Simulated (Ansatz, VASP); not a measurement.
In2Sb2Cl: VASP beside Ansatz

```
Sb In Cl
1.0
     4.62939    0.00000    0.00000
    -2.31469    4.00917    0.00000
     0.00000    0.00000   22.01518
Sb In Cl
2 2 1
Cartesian
  0.0000 0.0000 4.0000
  0.0000 2.6728 7.9460
  0.0000 2.6728 4.9450
  2.3147 1.3364 8.7152
  2.3147 1.3364 12.0152
```

Alike in both runs: task single point; functional PBE; dispersion D3(BJ); k mesh 6 × 6 × 1; occupations gaussian, width 0.1 eV; no spin polarisation.

```csv
,VASP,Ansatz
version,VASP 6.6.1,Ansatz 0.2.0
potentials or method,"VASP PAW PBE potentials, release 64 (Sb, In_d, Cl), cutoff 520 eV","scalar-relativistic, plane waves, PAW"
valence electrons in the cell,43,63
```

Ansatz gave:

| Item | Value |
| --- | --- |
| gap on the k mesh at the Fermi level (eV) | none |
| rms of the force components (eV/Å) | 0.562 |

Q: Estimate VASP's values.

A: gap on the k mesh at the Fermi level (eV): none; rms of the force components (eV/Å): 0.563.

A gap of «none» marks a metal or a gap that the smearing closes. VASP's potentials hold 43 valence electrons a cell and Ansatz's 63, so a difference there can come from the potentials and not from the codes. Ansatz's warnings: xc potential rough in thin density.

Spin-orbit coupling is off throughout.
